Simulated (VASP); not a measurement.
# SiMo3 (Pmm2) in VASP: single point with PBEsol

Aim: the single point of SiMo3 with PBEsol.

Program: VASP 6.6.1. These are calculated values, not measurements. Logs are shortened: lines on timing, memory, paths and dates and some standing lists are left out, and cuts for length are marked.

## Step 1: The cell of the first run

Symmetry: Pmm2, No. 25, orthorhombic system. The conventional cell has a = 4.862 Å, b = 4.862 Å, c = 4.862 Å, α = 90.00°, β = 90.00°, γ = 90.00°. Within 3.4 Å of Si (site symmetry mm2) lie 12 Mo at 2.56 to 2.88 Å. Si (site symmetry mm2) has 12 Mo at 2.72 Å within 3.6 Å. Within 3.2 Å of Mo (site symmetry m) lie 10 Mo at 2.43 to 2.98 Å and 4 Si at 2.56 to 2.88 Å. Within 3.2 Å of Mo (site symmetry m) lie 10 Mo at 2.43 to 2.98 Å and 4 Si at 2.72 Å. Within 3.2 Å of Mo (site symmetry mm2) lie 10 Mo at 2.43 to 2.98 Å and 4 Si at 2.64 to 2.72 Å. Within 3.2 Å of Mo (site symmetry mm2) lie 10 Mo at 2.43 to 2.98 Å and 4 Si at 2.72 to 2.80 Å.

## Step 2: Single point, PBEsol (atom 1 (Si) moved -0.180 Å along Cartesian [0 0 1])

The input, INCAR:

```
SYSTEM = SiMo3
ALGO = Fast
EDIFF = 1E-6
ENCUT = 520
GGA = PS
ISIF = 2
ISMEAR = 0
LASPH = .TRUE.
LCHARG = .FALSE.
LREAL = .FALSE.
LWAVE = .FALSE.
NBANDS = 56
NELM = 100
PREC = Accurate
SIGMA = 0.15
```

The input, KPOINTS:

```
k-points
0
G
  8 8 8
  0 0 0
```

The input, POSCAR:

```
SiMo3
1.0
    4.8615851671      0.0000000000      0.0000000000
    0.0000000000      4.8615851671      0.0000000000
    0.0000000000      0.0000000000      4.8615851671
Si Mo
2 6
Direct
    0.0000000000      0.0000000000     -0.0370249608
    0.5000000000      0.5000000000      0.5000000000
    0.2500000000      0.0000000000      0.5000000000
    0.5000000000      0.7500000000      0.0000000000
    0.7500000000      0.0000000000      0.5000000000
    0.5000000000      0.2500000000      0.0000000000
    0.0000000000      0.5000000000      0.7500000000
    0.0000000000      0.5000000000      0.2500000000
```

Potentials or basis: VASP PAW PBE potentials, release 64 (Si, Mo_sv).

Launch:

```bash
> cat potpaw_PBE.64/Si/POTCAR potpaw_PBE.64/Mo_sv/POTCAR > POTCAR
> mpirun -np 1 vasp_std > vasp.out
```

OUTCAR:

```text
SYSTEM = SiMo3
   EDIFF = 1E-6
   ENCUT = 520
   GGA = PS
   ISIF = 2
   ISMEAR = 0
   LASPH = .TRUE.
   LREAL = .FALSE.
   NELM = 100
   PREC = Accurate

 ion  position               nearest neighbor table
   1  0.000  0.000  0.963-   3 2.56   5 2.56   7 2.64   7 2.64   4 2.72   6 2.72   4 2.72   6 2.72
                             8 2.80   8 2.80   3 2.88   5 2.88
   2  0.500  0.500  0.500-   3 2.72   4 2.72   5 2.72   6 2.72   7 2.72   8 2.72   4 2.72   6 2.72
                             3 2.72   5 2.72   7 2.72   8 2.72
   3  0.250  0.000  0.500-   5 2.43   5 2.43   1 2.56   2 2.72   2 2.72   1 2.88   8 2.98   7 2.98
                             8 2.98   7 2.98   6 2.98   4 2.98   4 2.98   6 2.98
   4  0.500  0.750  0.000-   6 2.43   6 2.43   2 2.72   2 2.72   1 2.72   1 2.72   8 2.98   7 2.98
                             7 2.98   8 2.98   3 2.98   5 2.98   3 2.98   5 2.98
   5  0.750  0.000  0.500-   3 2.43   3 2.43   1 2.56   2 2.72   2 2.72   1 2.88   8 2.98   7 2.98
                             8 2.98   7 2.98   6 2.98   4 2.98   4 2.98   6 2.98
   6  0.500  0.250  0.000-   4 2.43   4 2.43   2 2.72   2 2.72   1 2.72   1 2.72   8 2.98   7 2.98
                             7 2.98   8 2.98   5 2.98   3 2.98   3 2.98   5 2.98
   7  0.000  0.500  0.750-   8 2.43   8 2.43   1 2.64   1 2.64   2 2.72   2 2.72   3 2.98   4 2.98
                             5 2.98   3 2.98   5 2.98   6 2.98   4 2.98   6 2.98
   8  0.000  0.500  0.250-   7 2.43   7 2.43   2 2.72   2 2.72   1 2.80   1 2.80   3 2.98   4 2.98
                             5 2.98   3 2.98   5 2.98   6 2.98   4 2.98   6 2.98

  LATTYP: Found a simple cubic cell.
 ALAT       =     4.8615851671

  Lattice vectors:

 A1 = (   4.8615851671,   0.0000000000,   0.0000000000)
 A2 = (   0.0000000000,   4.8615851671,   0.0000000000)
 A3 = (   0.0000000000,   0.0000000000,   4.8615851671)

Analysis of symmetry for initial positions (statically):
=====================================================================
 Subroutine PRICEL returns:
 Original cell was already a primitive cell.

 Routine SETGRP: Setting up the symmetry group for a
 simple cubic supercell.

 Subroutine GETGRP returns: Found  4 space group operations
 (whereof  4 operations were pure point group operations)
 out of a pool of 48 trial point group operations.

The static configuration has the point symmetry C_2v.

Analysis of symmetry for dynamics (positions and initial velocities):
=====================================================================
 Subroutine PRICEL returns:
 Original cell was already a primitive cell.

 Routine SETGRP: Setting up the symmetry group for a
 simple cubic supercell.

 Subroutine GETGRP returns: Found  4 space group operations
 (whereof  4 operations were pure point group operations)
 out of a pool of 48 trial point group operations.

The dynamic configuration has the point symmetry C_2v.

 Subroutine INISYM returns: Found  4 space group operations
 (whereof  4 operations are pure point group operations),
 and found     1 'primitive' translations

----------------------------------------------------------------------------------------

                                     Primitive cell

  volume of cell :     114.9036

  direct lattice vectors                    reciprocal lattice vectors
     4.861585167  0.000000000  0.000000000     0.205694226  0.000000000  0.000000000
     0.000000000  4.861585167  0.000000000     0.000000000  0.205694226  0.000000000
     0.000000000  0.000000000  4.861585167     0.000000000  0.000000000  0.205694226

  length of vectors
     4.861585167  4.861585167  4.861585167     0.205694226  0.205694226  0.205694226

  position of ions in fractional coordinates (direct lattice)
     0.000000000  0.000000000  0.962975039
     0.500000000  0.500000000  0.500000000
     0.250000000  0.000000000  0.500000000
     0.500000000  0.750000000  0.000000000
     0.750000000  0.000000000  0.500000000
     0.500000000  0.250000000  0.000000000
     0.000000000  0.500000000  0.750000000
     0.000000000  0.500000000  0.250000000

  ion indices of the primitive-cell ions
   primitive index   ion index
                 1           1
                 2           2
                 3           3
                 4           4
                 5           5
                 6           6
                 7           7
                 8           8

----------------------------------------------------------------------------------------

 KPOINTS: k-points

Automatic generation of k-mesh.
 Grid dimensions read from file:
 generate k-points for:    8    8    8

 Generating k-lattice:

  Cartesian coordinates                     Fractional coordinates (reciprocal lattice)
     0.025711778  0.000000000  0.000000000     0.125000000  0.000000000  0.000000000
     0.000000000  0.025711778  0.000000000     0.000000000  0.125000000  0.000000000
     0.000000000  0.000000000  0.025711778     0.000000000  0.000000000  0.125000000

  Length of vectors
     0.025711778  0.025711778  0.025711778

  Shift w.r.t. Gamma in fractional coordinates (k-lattice)
     0.000000000  0.000000000  0.000000000

 Subroutine IBZKPT returns following result:
 ===========================================

 Found    125 irreducible k-points:

 Following reciprocal coordinates:
            Coordinates               Weight
  0.000000  0.000000  0.000000      1.000000
  0.125000  0.000000  0.000000      2.000000
  0.000000  0.125000  0.000000      2.000000
  0.000000  0.000000  0.125000      2.000000
  0.250000  0.000000  0.000000      2.000000
  0.000000  0.250000  0.000000      2.000000
[... 16 lines left out ...]
  0.375000  0.125000  0.000000      4.000000
  0.000000  0.375000  0.125000      4.000000
 [... further k-points ...]
   k-points           NKPTS =    125   k-points in BZ     NKDIM =    125   number of bands    NBANDS=     56
   number of dos      NEDOS =    301   number of ions     NIONS =      8
   total plane-waves  NPLWV =  46656
   dimension x,y,z NGX =    36 NGY =   36 NGZ =   36
   dimension x,y,z NGXF=    72 NGYF=   72 NGZF=   72
   ions per type =               2   6
   NGX,Y,Z   is equivalent  to a cutoff of  12.31, 12.31, 12.31 a.u.
   NGXF,Y,Z  is equivalent  to a cutoff of  24.62, 24.62, 24.62 a.u.
 SYSTEM =  SiMo3
   PREC   = accura    normal or accurate (medium, high low for compatibility)
   ISTART =      0    job   : 0-new  1-cont  2-samecut
   ICHARG =      2    charge: 1-file 2-atom 10-const
   ISPIN  =      1    spin polarized calculation?
   LNONCOLLINEAR =      F non collinear calculations
   LSORBIT =      F    spin-orbit coupling
   LASPH  =      T    aspherical Exc in radial PAW
   ENCUT  =  520.0 eV  38.22 Ry    6.18 a.u.   9.04  9.04  9.04*2*pi/ulx,y,z
   NELM   =    100;   NELMIN=  2; NELMDL= -5     # of ELM steps
   EDIFF  = 0.1E-05   stopping-criterion for ELM
   LREAL  =      F    real-space projection
[... 7 lines left out ...]
   TEBEG  =    0.0;   TEEND  =   0.0 temperature during run
   PSTRESS=    0.0 pullay stress
   NELECT =      92.0000    total number of electrons
   NUPDOWN=      -1.0000    fix difference up-down
   EMIN   =  10.00;   EMAX   =-10.00  energy-range for DOS
   EFERMI =   0.00;   METHOD = LEGACY
   ISMEAR =     0;   SIGMA  =   0.15  broadening in eV -4-tet -1-fermi 0-gaus
   EFERMI_NEDOS =   21; number of points for ismear=-14 and -15
   IALGO  =     68    algorithm
   IMIX   =      4    mixing-type and parameters
     AMIX     =   0.40;   BMIX     =  1.00
     AMIX_MAG =   1.60;   BMIX_MAG =  1.00
  volume/ion in A,a.u.               =      14.36        96.93
  Fermi-wavevector in a.u.,A,eV,Ry     =   1.520173  2.872710 31.442036  2.310924
  Thomas-Fermi vector in A             =   2.629059
   LORBIT       =      0    0 simple, 1 ext, 2 COOP (PROOUT), +10 PAW based schemes
   GGA     = PS    functional components
   LHFCALC =     F    Hartree Fock is set to
   AEXX    =    0.0000 exact exchange contribution
   IVDW    =     0    specifies the selected vdW correction
   LEPSILON=     F    determine dielectric tensor
   LRPA    =     F    only Hartree local field effects (RPA)
 non-spin polarized calculation
 RMM-DIIS sequential band-by-band and
 Gauss-broadening in eV      SIGMA  =   0.15
  energy-cutoff  :      520.00
  volume of cell :      114.90
 maximum number of plane-waves:      3136
   NGX = 19   NGY = 19   NGZ = 19

 number of electron      91.9999995 magnetization

 Free energy of the ion-electron system (eV)
  ---------------------------------------------------
  ext. energy  EPLUGINS =         0.00000000
  ---------------------------------------------------
  free energy    TOTEN  =       -84.95731154 eV

  energy without entropy =      -84.90974223  energy(sigma->0) =      -84.93352688

 E-fermi :  12.9151     XC(G=0): -13.3204

 val. band max:       12.9119193754   @ k =   0.3750   0.0000   0.3750
 cond. band min:      12.9181026272   @ k =   0.3750   0.3750   0.0000
 fundamental gap:      0.0061832517
 Fermi energy:        12.9151288706

 k-point     1 :       0.0000    0.0000    0.0000
  band No.  band energies     occupation
      1     -48.2742      2.00000
      2     -48.1512      2.00000
      3     -48.1458      2.00000
      4     -47.8019      2.00000
      5     -47.7951      2.00000
      6     -47.7922      2.00000
[... 48 lines left out ...]
     55      15.6905      0.00000
     56      15.7203      0.00000

 k-point     2 :       0.1250    0.0000    0.0000
  band No.  band energies     occupation
      1     -48.2668      2.00000
      2     -48.1542      2.00000
      3     -48.1362      2.00000
      4     -47.8074      2.00000
      5     -47.8019      2.00000
      6     -47.7951      2.00000
[... 48 lines left out ...]
     55      15.6476      0.00000
     56      15.7489      0.00000
[... 1237 lines left out ...]
     55      15.5598      0.00000
     56      15.5822      0.00000

 k-point    24 :       0.0000    0.3750    0.1250
  band No.  band energies     occupation
      1     -48.2135      2.00000
      2     -48.1687      2.00000
      3     -48.0612      2.00000
      4     -47.9230      2.00000
      5     -47.8103      2.00000
      6     -47.7921      2.00000
[... 48 lines left out ...]
     55      15.5726      0.00000
     56      15.6110      0.00000

 [... further k-points ...]

------------------------ aborting loop because EDIFF is reached ----------------------------------------

  FORCE on cell =-STRESS in cart. coord.  units (eV):
  Direction    XX          YY          ZZ          XY          YZ          ZX
  --------------------------------------------------------------------------------------
  -------------------------------------------------------------------------------------
  Total        0.7277574      0.6920276      1.5200447      0.0000000      0.0000000      0.0000000
  in kB       10.1476035      9.6493997     21.1949915      0.0000000      0.0000000      0.0000000
  external PRESSURE =      13.6639982 kB  Pullay stress =       0.0000000 kB

 VOLUME and BASIS-vectors are now :
 -----------------------------------------------------------------------------
  energy-cutoff  :      520.00
  volume of cell :      114.90
      direct lattice vectors                 reciprocal lattice vectors
     4.861585167  0.000000000  0.000000000     0.205694226  0.000000000  0.000000000
     0.000000000  4.861585167  0.000000000     0.000000000  0.205694226  0.000000000
     0.000000000  0.000000000  4.861585167     0.000000000  0.000000000  0.205694226

 POSITION                                       TOTAL-FORCE (eV/Angst)
 -----------------------------------------------------------------------------------
      0.00000      0.00000      4.68159         0.000000     -0.000000      1.895237
      2.43079      2.43079      2.43079         0.000000     -0.000000     -0.115233
      1.21540      0.00000      2.43079         0.138997      0.000000     -0.750464
      2.43079      3.64619      0.00000         0.000000      0.002090     -0.013313
      3.64619      0.00000      2.43079        -0.138997     -0.000000     -0.750464
      2.43079      1.21540      0.00000         0.000000     -0.002090     -0.013313
      0.00000      2.43079      3.64619         0.000000     -0.000000     -0.129871
      0.00000      2.43079      1.21540         0.000000     -0.000000     -0.122579
 -----------------------------------------------------------------------------------
    total drift:                                0.000000      0.000000      0.000061

  FREE ENERGIE OF THE ION-ELECTRON SYSTEM (eV)
  ---------------------------------------------------
  free  energy   TOTEN  =       -84.9573115360 eV

  energy  without entropy=      -84.9097422264  energy(sigma->0) =      -84.93352688
```

Run time: 7.4 min. Hardware: 1 thread of Intel Xeon Platinum 8488C (Sapphire Rapids), shared host; peak memory 0.62 GiB.

Results:

| Quantity | Value |
| --- | --- |
| Free energy | -84.9573 eV |
| Pressure | 1.4 GPa |
| Largest force | 1.895 eV/Å |
| Band gap on the k mesh | zero (bands 46 and 47 overlap by 2.42 eV) |

Forces in eV/Å, atoms in the order of the input:
```
Si   0.000  0.000  1.895
Si   0.000  0.000 -0.115
Mo   0.139  0.000 -0.750
Mo   0.000  0.002 -0.013
Mo  -0.139  0.000 -0.750
Mo   0.000 -0.002 -0.013
Mo   0.000  0.000 -0.130
Mo   0.000  0.000 -0.123
```

Caveat: the cell differs from its parent crystal (atom 1 (Si) moved -0.180 Å along Cartesian [0 0 1]); the PAW data sets were made with another functional, which shifts forces and pressure a little.
